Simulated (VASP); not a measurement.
A run of VASP 6.6.1 is set up as follows.

POSCAR

```
NbAs
1.0
    0.0000000000      2.9194254652      2.9194254652
    2.9194254652      0.0000000000      2.9194254652
    2.9194254652      2.9194254652      0.0000000000
Nb As
1 1
Direct
    0.0000000000      0.0000000000      0.0000000000
    0.2500000000      0.2500000000      0.2500000000
```

File INCAR.step1:

```
SYSTEM = NbAs
ALGO = Normal ; EDIFF = 1E-4
ENCUT = 520 ; GGA = PE
ISMEAR = 0 ; ISPIN = 2
LASPH = .True. ; LCHARG = .False.
LMAXMIX = 4 ; LREAL = .False.
LWAVE = .True. ; MAGMOM = 0.46 0
NBANDS = 20 ; NELM = 150
PREC = Accurate ; SIGMA = 0.1
```

Contents of INCAR.step2:

```
SYSTEM = NbAs
ALGO = Normal ; EDIFF = 1E-6
ENCUT = 520 ; ISIF = 2
ISMEAR = 0 ; ISPIN = 2
ISTART = 1 ; LASPH = .True.
LCHARG = .False. ; LMAXMIX = 4
LMIXTAU = .True. ; LORBIT = 11
LREAL = .False. ; LWAVE = .False.
MAGMOM = 0.46 0 ; METAGGA = R2SCAN
NBANDS = 20 ; NELM = 150
PREC = Accurate ; SIGMA = 0.1
```

Contents of KPOINTS:

```
k-points
0
Gamma
  6 6 6
  0 0 0
```

Potentials or basis: VASP PAW PBE potentials, release 64 (Nb_sv, As).

The run is started by

```console
$ cat potpaw_PBE.64/Nb_sv/POTCAR potpaw_PBE.64/As/POTCAR > POTCAR
$ cp INCAR.step1 INCAR
$ mpirun -np 1 vasp_std > vasp.out
$ cp INCAR.step2 INCAR
$ mpirun -np 1 vasp_std > vasp.out
```

(1) Estimate the net moment.

(2) Estimate the site moments.

## Answers

(1) 1.25 μB per cell.

(2) Nb +1.03; As -0.06 μB.
